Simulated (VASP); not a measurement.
Sr3Pt:

```
Sr Pt
1.0
    -2.33291    2.33291    5.21118
     2.33291   -2.33291    5.21118
     2.33291    2.33291   -5.21118
Sr Pt
3 1
Direct
  0.50000 0.50000 0.00000
  0.25000 0.75000 0.50000
  0.75000 0.25000 0.50000
  0.00000 0.00000 0.00000
```

| Quantity | Value |
| --- | --- |
| Program | VASP 6.6.1 |
| Task | relaxation of cell and atoms |
| Functional | PBE |
| Potentials or basis | VASP PAW PBE potentials, release 64 (Sr_sv, Pt) |
| Cutoff | 600 eV |
| k mesh | 6 × 6 × 6 |
| Occupations | gaussian, width 0.1 eV |
| Spin | no spin polarisation |

At the start: pressure 6.3 GPa; volume 28.36 Å³/atom.

**Question.** How do energy, volume and symmetry change on relaxing?

**Answer.** Over 3 steps the energy falls by 102.7 meV/atom and the volume is 34.62 Å³/atom (+22.1 %); space group I4/mmm (No. 139, to 0.1 Å) before and after.

Step by step:
| step | energy change (eV) | largest force (eV/Å) | pressure (GPa) | volume (Å³) |
| --- | --- | --- | --- | --- |
| 1 | 0.0000 | 0.0000 | 6.28 | 113.45 |
| 2 | -0.3974 | 0.0000 | 0.91 | 132.69 |
| 3 | -0.4109 | 0.0000 | -0.13 | 138.50 |

Final structure:
```yaml
crystal:
  lattice:
    - [-2.48946, 2.48946, 5.58696]
    - [2.48946, -2.48946, 5.58696]
    - [2.48946, 2.48946, -5.58696]
  atoms:
    - { symbol: Sr, position: [0.50000, 0.50000, 0.00000] }
    - { symbol: Sr, position: [0.25000, 0.75000, 0.50000] }
    - { symbol: Sr, position: [0.75000, 0.25000, 0.50000] }
    - { symbol: Pt, position: [0.00000, 0.00000, 0.00000] }
```

Caveat: the volume moved by over 15 % at a fixed basis, so the end points are rough.
